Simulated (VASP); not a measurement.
BaCu2S2, 5 atoms in the cell. The structure is tetragonal, space group I4/mmm (No. 139). Conventional cell: a = 3.902 Å, b = 3.902 Å, c = 12.650 Å, α = 90.00°, β = 90.00°, γ = 90.00°. Ba (site symmetry 4/mmm) has 8 S at 3.29 Å and 8 Cu at 3.72 Å and 4 Ba at 3.90 Å within 4.3 Å. Within 3.2 Å of Cu (site symmetry -4m2) lie 4 S at 2.39 Å and 4 Cu at 2.76 Å. Within 3.2 Å of S (site symmetry 4mm) lie 4 Cu at 2.39 Å. 

- Program: VASP 6.6.1
- Task: single point
- Functional: PBEsol
- Potentials or basis: VASP PAW PBE potentials, release 64 (Ba_sv, Cu, S)
- Cutoff: 520 eV
- k mesh: 8 × 8 × 8
- Occupations: gaussian, width 0.01 eV
- Spin: no spin polarisation
- Dipole correction: no
- Further INCAR settings: ALGO = Normal; EDIFF = 1e-06; NBANDS = 30

Potentials or basis: VASP PAW PBE potentials, release 64 (Ba_sv, Cu, S).

The run is started by

```bash
$ cat potpaw_PBE.64/Ba_sv/POTCAR potpaw_PBE.64/Cu/POTCAR potpaw_PBE.64/S/POTCAR > POTCAR
$ mpirun -np 1 vasp_std > vasp.out
```

Hardware: 1 thread of Intel(R) Xeon(R) Platinum 8375C CPU @ 2.90GHz (Ice Lake) (shared host).

**Question.** How long does it take, and how much memory?

**Answer.** It took 10 min on 1 thread of Intel(R) Xeon(R) Platinum 8375C CPU @ 2.90GHz (Ice Lake), on a shared host, peak memory 0.49 GiB. Counts: scf iterations 18, k points 59.
